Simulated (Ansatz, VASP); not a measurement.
# One calculation of Au, two programs

```
Au
1.0
     0.00000    2.08562    2.08562
     2.08562    0.00000    2.08562
     2.08562    2.08562    0.00000
Au
1
Cartesian
  0.0000 0.0000 0.0000
```

Change from the starting cell: volume scaled by 1.06, crystal datasets.

Alike in both runs: task electric field gradients; functional PBE; k mesh 14 × 14 × 14; occupations fermi-dirac, width 0.08 eV; no spin polarisation.

|  | VASP | Ansatz |
| --- | --- | --- |
| version | VASP 6.6.1 | Ansatz 0.2.0 |
| potentials or method | VASP PAW PBE potentials, release 64 (Au), cutoff 520 eV | all-electron PAW with datasets made for the crystal, scalar-relativistic |

|  | VASP | Ansatz | Ansatz less VASP |
| --- | --- | --- | --- |
| pressure (GPa) | -1.6 | -1.3 | +0.20 |

Ansatz ran all-electron here, and VASP with PAW potentials.

Spin-orbit coupling is off throughout.
